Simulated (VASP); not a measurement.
# Fe (P6_3/mmc) in VASP: further runs

The runs below take Fe through single point, with RPBE, SVWN5, LDA.

Program: VASP 6.6.1. These are calculated values, not measurements. Logs are shortened: lines on timing, memory, paths and dates and some standing lists are left out, and cuts for length are marked.

## Step 1: The cell of the first run

The structure is hexagonal, space group P6_3/mmc (No. 194). Conventional cell: a = 2.434 Å, b = 2.434 Å, c = 3.842 Å, α = 90.00°, β = 90.00°, γ = 120.00°. Within 3.1 Å of Fe (site symmetry -6m2) lie 12 Fe at 2.38 to 2.43 Å.

## Step 2: Single point, RPBE, collinear spin, ferromagnetic start

INCAR reads:

```
SYSTEM = Fe
PREC = Accurate
ENCUT = 520
EDIFF = 1E-6
ISMEAR = -1
SIGMA = 0.05
LREAL = .False.
LASPH = .True.
NELM = 150
ALGO = Fast
ISIF = 2
LWAVE = .False.
LCHARG = .False.
ISPIN = 2
MAGMOM = 3 3
LORBIT = 11
LMAXMIX = 4
GGA = RP
NBANDS = 19
```

KPOINTS reads:

```
Automatic mesh
0
Gamma
  12 12 7
  0 0 0
```

POSCAR reads:

```
Fe
1.0
    2.4341575853      0.0000000000      0.0000000000
   -1.2170787927      2.1080423057      0.0000000000
    0.0000000000      0.0000000000      3.8419344700
Fe
2
Direct
    0.6666666667      0.3333333333      0.7500000000
    0.3333333333      0.6666666667      0.2500000000
```

Potentials or basis: VASP PAW PBE potentials, release 64 (Fe).

Started as:

```
cat potpaw_PBE.64/Fe/POTCAR > POTCAR
mpirun -np 1 vasp_std > vasp.out
```

OUTCAR:

```text
SYSTEM = Fe
   PREC = Accurate
   ENCUT = 520
   EDIFF = 1E-6
   ISMEAR = -1
   LREAL = .False.
   LASPH = .True.
   NELM = 150
   ISIF = 2
   ISPIN = 2
   LORBIT = 11
   GGA = RP

 ion  position               nearest neighbor table
   1  0.667  0.333  0.750-   2 2.38   2 2.38   2 2.38   2 2.38   2 2.38   2 2.38
   2  0.333  0.667  0.250-   1 2.38   1 2.38   1 2.38   1 2.38   1 2.38   1 2.38

  LATTYP: Found a hexagonal cell.
 ALAT       =     2.4341575853
 C/A-ratio  =     1.5783425417

  Lattice vectors:

 A1 = (   2.4341575853,   0.0000000000,   0.0000000000)
 A2 = (  -1.2170787927,   2.1080423057,   0.0000000000)
 A3 = (   0.0000000000,   0.0000000000,   3.8419344700)

Analysis of symmetry for initial positions (statically):
=====================================================================
 Subroutine PRICEL returns:
 Original cell was already a primitive cell.

 Routine SETGRP: Setting up the symmetry group for a
 hexagonal supercell.

 Subroutine GETGRP returns: Found 24 space group operations
 (whereof 12 operations were pure point group operations)
 out of a pool of 24 trial point group operations.

The static configuration has the point symmetry D_3d.
 The point group associated with its full space group is D_6h.

Analysis of symmetry for dynamics (positions and initial velocities):
=====================================================================
 Subroutine PRICEL returns:
 Original cell was already a primitive cell.

 Routine SETGRP: Setting up the symmetry group for a
 hexagonal supercell.

 Subroutine GETGRP returns: Found 24 space group operations
 (whereof 12 operations were pure point group operations)
 out of a pool of 24 trial point group operations.

The dynamic configuration has the point symmetry D_3d.
 The point group associated with its full space group is D_6h.

Analysis of structural, dynamic, and magnetic symmetry:
=====================================================================
 Subroutine PRICEL returns:
 Original cell was already a primitive cell.

 Routine SETGRP: Setting up the symmetry group for a
 hexagonal supercell.

 Subroutine GETGRP returns: Found 24 space group operations
 (whereof 12 operations were pure point group operations)
 out of a pool of 24 trial point group operations.

The overall configuration has the point symmetry D_3d.
 The point group associated with its full space group is D_6h.

 Subroutine INISYM returns: Found 24 space group operations
 (whereof 12 operations are pure point group operations),
 and found     1 'primitive' translations

----------------------------------------------------------------------------------------

                                     Primitive cell

  volume of cell :      19.7141

  direct lattice vectors                    reciprocal lattice vectors
     2.434157585  0.000000000  0.000000000     0.410819746  0.237186891  0.000000000
    -1.217078793  2.108042306  0.000000000     0.000000000  0.474373781  0.000000000
     0.000000000  0.000000000  3.841934470     0.000000000  0.000000000  0.260285543

  length of vectors
     2.434157585  2.434157585  3.841934470     0.474373781  0.474373781  0.260285543

  position of ions in fractional coordinates (direct lattice)
     0.666666667  0.333333333  0.750000000
     0.333333333  0.666666667  0.250000000

  ion indices of the primitive-cell ions
   primitive index   ion index
                 1           1
                 2           2

----------------------------------------------------------------------------------------

 KPOINTS: Automatic mesh

Automatic generation of k-mesh.
 Grid dimensions read from file:
 generate k-points for:   12   12    7

 Generating k-lattice:

  Cartesian coordinates                     Fractional coordinates (reciprocal lattice)
     0.034234979  0.019765574  0.000000000     0.083333333 -0.000000000  0.000000000
     0.000000000  0.039531148  0.000000000     0.000000000  0.083333333  0.000000000
     0.000000000  0.000000000  0.037183649     0.000000000  0.000000000  0.142857143

  Length of vectors
     0.039531148  0.039531148  0.037183649

  Shift w.r.t. Gamma in fractional coordinates (k-lattice)
     0.000000000  0.000000000  0.000000000

 Subroutine IBZKPT returns following result:
 ===========================================

 Found     76 irreducible k-points:

 Following reciprocal coordinates:
            Coordinates               Weight
  0.000000  0.000000  0.000000      1.000000
  0.083333  0.000000  0.000000      6.000000
  0.166667  0.000000  0.000000      6.000000
  0.250000  0.000000  0.000000      6.000000
  0.333333  0.000000  0.000000      6.000000
  0.416667  0.000000  0.000000      6.000000
[... 16 lines left out ...]
  0.250000  0.000000  0.142857     12.000000
  0.333333  0.000000  0.142857     12.000000
 [... further k-points ...]
   k-points           NKPTS =     76   k-points in BZ     NKDIM =     76   number of bands    NBANDS=     19
   number of dos      NEDOS =    301   number of ions     NIONS =      2
   total plane-waves  NPLWV =   9720
   dimension x,y,z NGX =    18 NGY =   18 NGZ =   30
   dimension x,y,z NGXF=    36 NGYF=   36 NGZF=   60
   ions per type =               2
   NGX,Y,Z   is equivalent  to a cutoff of  12.29, 12.29, 12.98 a.u.
   NGXF,Y,Z  is equivalent  to a cutoff of  24.59, 24.59, 25.96 a.u.
 SYSTEM =  Fe
   PREC   = accura    normal or accurate (medium, high low for compatibility)
   ISTART =      0    job   : 0-new  1-cont  2-samecut
   ICHARG =      2    charge: 1-file 2-atom 10-const
   ISPIN  =      2    spin polarized calculation?
   LNONCOLLINEAR =      F non collinear calculations
   LSORBIT =      F    spin-orbit coupling
   LASPH  =      T    aspherical Exc in radial PAW
   ENCUT  =  520.0 eV  38.22 Ry    6.18 a.u.   4.53  4.53  7.14*2*pi/ulx,y,z
   NELM   =    150;   NELMIN=  2; NELMDL= -5     # of ELM steps
   EDIFF  = 0.1E-05   stopping-criterion for ELM
   LREAL  =      F    real-space projection
   EDIFFG = 0.1E-04   stopping-criterion for IOM
   NSW    =      0    number of steps for IOM
   IBRION =     -1    ionic relax: 0-MD 1-quasi-New 2-CG
   NFREE  =      0    steps in history (QN), initial steepest desc. (CG)
   ISIF   =      2    stress and relaxation
   ISYM   =      2    0-nonsym 1-usesym 2-fastsym
   POTIM  = 0.5000    time-step for ionic-motion
   TEBEG  =    0.0;   TEEND  =   0.0 temperature during run
   PSTRESS=    0.0 pullay stress
   NELECT =      16.0000    total number of electrons
   NUPDOWN=      -1.0000    fix difference up-down
   EMIN   =  10.00;   EMAX   =-10.00  energy-range for DOS
   EFERMI =   0.00;   METHOD = LEGACY
   ISMEAR =    -1;   SIGMA  =   0.05  broadening in eV -4-tet -1-fermi 0-gaus
   EFERMI_NEDOS =   21; number of points for ismear=-14 and -15
   IALGO  =     68    algorithm
   IMIX   =      4    mixing-type and parameters
     AMIX     =   0.40;   BMIX     =  1.00
     AMIX_MAG =   1.60;   BMIX_MAG =  1.00
  volume/ion in A,a.u.               =       9.86        66.52
  Fermi-wavevector in a.u.,A,eV,Ry     =   1.527058  2.885721 31.727505  2.331906
  Thomas-Fermi vector in A             =   2.635006
   LORBIT       =     11    0 simple, 1 ext, 2 COOP (PROOUT), +10 PAW based schemes
   GGA     = RP    functional components
   LHFCALC =     F    Hartree Fock is set to
   AEXX    =    0.0000 exact exchange contribution
   IVDW    =     0    specifies the selected vdW correction
   LEPSILON=     F    determine dielectric tensor
   LRPA    =     F    only Hartree local field effects (RPA)
 spin polarized calculation
 RMM-DIIS sequential band-by-band and
  energy-cutoff  :      520.00
  volume of cell :       19.71
 maximum number of plane-waves:       549
   NGX =  9   NGY =  9   NGZ = 15

 number of electron      16.0000009 magnetization       0.0062524

 number of electron      16.0000009 magnetization      -0.0010660

 Free energy of the ion-electron system (eV)
  ---------------------------------------------------
  ext. energy  EPLUGINS =         0.00000000
  ---------------------------------------------------
  free energy    TOTEN  =       -15.13270586 eV

  energy without entropy =      -15.11320595  energy(sigma->0) =      -15.12295591

 E-fermi :   7.4364     XC(G=0): -13.9069

 val. band max:        7.4145815849   @ k =   0.3333   0.3333   0.2857
 cond. band min:       7.4370540702   @ k =   0.3333   0.2500   0.2857
 fundamental gap:      0.0224724853
 Fermi energy:         7.4363538922

 spin component 1

 k-point     1 :       0.0000    0.0000    0.0000
  band No.  band energies     occupation
      1      -1.6963      1.00000
      2       2.2876      1.00000
      3       5.6843      1.00000
      4       5.6843      1.00000
      5       5.8350      1.00000
      6       6.1768      1.00000
[... 11 lines left out ...]
     18      34.2500      0.00000
     19      35.0743      0.00000
[... 485 lines left out ...]
 k-point    24 :       0.3333    0.0000    0.1429
  band No.  band energies     occupation
      1       1.7260      1.00000
      2       3.1921      1.00000
      3       3.6713      1.00000
      4       4.6112      1.00000
      5       5.6996      1.00000
      6       5.7665      1.00000
[... 11 lines left out ...]
     18      31.6765      0.00000
     19      33.4458      0.00000

 [... further k-points ...]

 spin component 2

 k-point     1 :       0.0000    0.0000    0.0000
  band No.  band energies     occupation
      1      -1.6963      1.00000
      2       2.2872      1.00000
      3       5.6836      1.00000
      4       5.6836      1.00000
      5       5.8342      1.00000
      6       6.1761      1.00000
[... 11 lines left out ...]
     18      34.2499      0.00000
     19      35.0741      0.00000
[... 485 lines left out ...]
 k-point    24 :       0.3333    0.0000    0.1429
  band No.  band energies     occupation
      1       1.7259      1.00000
      2       3.1916      1.00000
      3       3.6710      1.00000
      4       4.6107      1.00000
      5       5.6992      1.00000
      6       5.7658      1.00000
[... 11 lines left out ...]
     18      31.6765      0.00000
     19      33.4438      0.00000

 [... further k-points ...]
[... 5 lines left out ...]
  --------------------------------------------------------------------------------------
  -------------------------------------------------------------------------------------
  Total        1.8858113      1.8858113      2.1660806     -0.0000000      0.0000000      0.0000000
  in kB      153.2607153    153.2607153    176.0383256     -0.0000000      0.0000000      0.0000000
  external PRESSURE =     160.8532521 kB  Pullay stress =       0.0000000 kB

 VOLUME and BASIS-vectors are now :
 -----------------------------------------------------------------------------
  energy-cutoff  :      520.00
  volume of cell :       19.71
      direct lattice vectors                 reciprocal lattice vectors
     2.434157585  0.000000000  0.000000000     0.410819746  0.237186891  0.000000000
    -1.217078793  2.108042306  0.000000000     0.000000000  0.474373781  0.000000000
     0.000000000  0.000000000  3.841934470     0.000000000  0.000000000  0.260285543

 POSITION                                       TOTAL-FORCE (eV/Angst)
 -----------------------------------------------------------------------------------
      1.21708      0.70268      2.88145         0.000000     -0.000000      0.000000
     -0.00000      1.40536      0.96048        -0.000000      0.000000      0.000000
 -----------------------------------------------------------------------------------
    total drift:                                0.000000     -0.000000     -0.000000

  FREE ENERGIE OF THE ION-ELECTRON SYSTEM (eV)
  ---------------------------------------------------
  free  energy   TOTEN  =       -15.1327058575 eV

  energy  without entropy=      -15.1132059539  energy(sigma->0) =      -15.12295591

 total charge

# of ion       s       p       d       tot
------------------------------------------
    1        0.553   0.671   6.371   7.595
    2        0.553   0.671   6.371   7.595
--------------------------------------------------
tot          1.106   1.343  12.742  15.190

 magnetization (x)

# of ion       s       p       d       tot
------------------------------------------
    1        0.000   0.000  -0.000  -0.000
    2        0.000   0.000  -0.000  -0.000
--------------------------------------------------
tot          0.000   0.000  -0.001  -0.001
```

Run time: 2 min. Hardware: 1 thread of AMD EPYC 7R13, shared host; peak memory 0.13 GiB.

Results:

```
Free energy                                           : -15.1327 eV
Pressure                                              : 16.1 GPa
Band gap on the k mesh                                : zero (filled and empty bands overlap)
Net moment                                            : 0.00 μB per cell
Valence electrons inside the program's atomic spheres : Fe 7.59
```

Caveat: the starting moments collapsed, and a magnetic state may lie lower; the PAW data sets were made with another functional, which shifts forces and pressure a little.

## Step 3: Single point, SVWN5, collinear spin, ferromagnetic start

INCAR reads:

```
SYSTEM = Fe
ALGO = Normal
EDIFF = 1E-6
ENCUT = 520
GGA = VW
ISIF = 2
ISMEAR = -1
ISPIN = 2
LASPH = .True.
LCHARG = .False.
LMAXMIX = 4
LORBIT = 11
LREAL = .False.
LWAVE = .False.
MAGMOM = 3 3
NBANDS = 19
NELM = 150
PREC = Accurate
SIGMA = 0.05
```

KPOINTS reads:

```
k-points
0
Gamma
  12 12 7
  0 0 0
```

POSCAR is that of step 2.

Potentials or basis: VASP PAW PBE potentials, release 64 (Fe).

Started as:

```
cat potpaw_PBE.64/Fe/POTCAR > POTCAR
mpirun -np 1 vasp_std > vasp.out
```

Run time: 2.1 min. Hardware: 1 thread of AMD EPYC 7R13, shared host; peak memory 0.12 GiB.

Results (log left out):

| Quantity | Value |
| --- | --- |
| Free energy | 24.1977 eV |
| Pressure | -10.4 GPa |
| Net moment | 0.20 μB per cell |
| Site moments | Fe +0.09 μB |
| Valence electrons inside the program's atomic spheres | Fe 7.62 |

Stress tensor (GPa, compression positive):
```
-10.75   0.00   0.00
  0.00 -10.75   0.00
  0.00   0.00  -9.78
```

Levels at points of the mesh, in eV from the Fermi level:
Spin up:
```tsv
k point	band 6	band 7	band 8	band 9	band 10	band 11
(0.00, 0.00, 0.00)	-1.35	-1.35	-1.00	-1.00	0.59	0.65
(0.50, 0.00, 0.00)	-1.67	-1.21	0.75	0.99	1.04	2.73
```
Spin down:
| k point | band 6 | band 7 | band 8 | band 9 | band 10 | band 11 |
| --- | --- | --- | --- | --- | --- | --- |
| (0.00, 0.00, 0.00) | -1.18 | -1.18 | -0.83 | -0.83 | 0.63 | 0.84 |
| (0.50, 0.00, 0.00) | -1.53 | -1.06 | 0.94 | 1.19 | 1.24 | 2.88 |

Caveat: the PAW data sets were made with another functional, which shifts forces and pressure a little.

## Step 4: Single point, LDA, collinear spin, ferromagnetic start

INCAR reads:

```
SYSTEM = Fe
  PREC = Accurate
  ENCUT = 520
  EDIFF = 1E-6
  ISMEAR = -1
  SIGMA = 0.05
  LREAL = .False.
  LASPH = .True.
  NELM = 150
  ALGO = Fast
  ISIF = 2
  LWAVE = .False.
  LCHARG = .False.
  ISPIN = 2
  MAGMOM = 3 3
  LORBIT = 11
  LMAXMIX = 4
  GGA = CA
  NBANDS = 19
```

KPOINTS reads:

```
Automatic mesh
0
Gamma
  12 12 7
  0 0 0
```

POSCAR is that of step 3.

Potentials or basis: VASP PAW LDA potentials, release 64 (Fe).

Started as:

```
cat potpaw_LDA.64/Fe/POTCAR > POTCAR
mpirun -np 1 vasp_std > vasp.out
```

Run time: 1.7 min. Hardware: 1 thread of AMD EPYC 7R13, shared host; peak memory 0.12 GiB.

Results (log left out):

| Property | Result |
| --- | --- |
| Free energy | -18.8146 eV |
| Pressure | -10.9 GPa |
| Band gap on the k mesh | zero (filled and empty bands overlap) |
| Net moment | 0.00 μB per cell |
| Valence electrons inside the program's atomic spheres | Fe 7.61 |

Stress tensor (GPa, compression positive):
```
-11.19   0.00   0.00
  0.00 -11.19   0.00
  0.00   0.00 -10.22
```

Levels at points of the mesh, in eV from the Fermi level:
Spin up:
```csv
k point,band 4,band 5,band 6,band 7,band 8,band 9,band 10,band 11,band 12,band 13
"(0.00, 0.00, 0.00)",-1.77,-1.63,-1.28,-1.28,-0.92,-0.92,0.62,0.73,0.73,9.13
"(0.50, 0.00, 0.00)",-2.11,-2.09,-1.61,-1.14,0.83,1.08,1.12,2.80,5.01,11.59
```
Spin down:
```
           k point  band 5  band 6  band 7  band 8  band 9  band 10  band 11  band 12
(0.00, 0.00, 0.00)   -1.63   -1.28   -1.28   -0.92   -0.92     0.62     0.73     0.73
(0.50, 0.00, 0.00)   -2.10   -1.61   -1.14    0.83    1.07     1.12     2.80     5.01
```

Caveat: the starting moments collapsed, and a magnetic state may lie lower.
